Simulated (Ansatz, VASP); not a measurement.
One calculation of V, two programs

```xyz
1
Lattice="-1.4621 1.4621 1.4621 1.4621 -1.4621 1.4621 1.4621 1.4621 -1.4621" Properties=species:S:1:pos:R:3 pbc="T T T"
V     0.0000    0.0000    0.0000
```

Alike in both runs: task single point; functional LDA; k mesh 20 × 20 × 20; occupations gaussian, width 0.05 eV; collinear spin.

|  | VASP | Ansatz |
| --- | --- | --- |
| version | VASP 6.6.1 | Ansatz 0.2.0 |
| potentials or method | VASP PAW LDA potentials, release 64 (V_sv), cutoff 500 eV | scalar-relativistic, plane waves, PAW |
| valence electrons in the cell | 13 | 13 |

Ansatz gave:

| Quantity | Value |
| --- | --- |
| gap on the k mesh at the Fermi level (eV) | none |
| pressure (GPa) | 0.4 |
| net moment per atom (μB) | 0.00 |

Task: What did VASP give for the same quantities?

Result: gap on the k mesh at the Fermi level (eV): none; pressure (GPa): 0.8; net moment per atom (μB): 0.00.

LDA's correlation is that of Perdew and Zunger in VASP and of Perdew and Wang (1992) in Ansatz. A gap of «none» marks a metal or a gap that the smearing closes. Ansatz's warnings: seeded moment not kept.
